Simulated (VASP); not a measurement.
Set up this calculation in VASP 6.6.1, as the native input.

```
Task                   : relaxation of cell and atoms
Functional             : PBE
Potentials or basis    : VASP PAW PBE potentials, release 64 (Pt)
Cutoff                 : 600 eV
k mesh                 : 18 × 18 × 18
Occupations            : fermi-dirac, width 0.1 eV
Spin                   : no spin polarisation
Target pressure        : 41 GPa
Dipole correction      : no
Further INCAR settings : ALGO = Normal; EDIFF = 1e-06; IBRION = 2; EDIFFG = -0.005; NSW = 32; ISIF = 3
```

The structure of Pt lies in POSCAR:

```
Pt
1.0
   -1.5180869009      1.5180869009      1.5180869009
    1.5180869009     -1.5180869009      1.5180869009
    1.5180869009      1.5180869009     -1.5180869009
Pt
1
Direct
    0.0000000000      0.0000000000      0.0000000000
```

The input as run:

INCAR

```
SYSTEM = Pt
PREC = Accurate
ENCUT = 600
EDIFF = 1E-6
ISMEAR = -1
SIGMA = 0.1
LREAL = .FALSE.
LASPH = .TRUE.
NELM = 100
ALGO = Normal
ISIF = 3
LWAVE = .FALSE.
LCHARG = .FALSE.
GGA = PE
IBRION = 2
NSW = 32
EDIFFG = -0.005
PSTRESS = 410.0
```

KPOINTS

```
Automatic mesh
0
G
  18 18 18
  0 0 0
```

Potentials or basis: VASP PAW PBE potentials, release 64 (Pt).

Run with:

```console
$ cat potpaw_PBE.64/Pt/POTCAR > POTCAR
$ mpirun -np 1 vasp_std > vasp.out
```

It gave:

```
Relaxed volume                                         : 13.98 Å³/atom
Relaxed cell                                           : a = 2.628 Å, b = 2.628 Å, c = 2.628 Å, α = 109.47°, β = 109.47°, γ = 109.47°
Space group after relaxing (to 0.05 Å)                 : Im-3m (No. 229)
Energy change on relaxing (the enthalpy is what falls) : +3.7 meV/atom
Ionic steps                                            : 3
Pressure after relaxing                                : 41.0 GPa
Band gap on the k mesh                                 : zero (band 5 reaches 13.79 eV, above the bottom of band 6 at 11.14 eV)
```

Caveat: the cell is relaxed towards a set pressure, so the enthalpy falls and the energy may rise; spin-orbit coupling is left out, which moves the levels of the heavy elements.

Wall time 17 s on 1 thread of Intel(R) Xeon(R) 6975P-C (Granite Rapids) (shared host), peak memory 0.17 GiB.
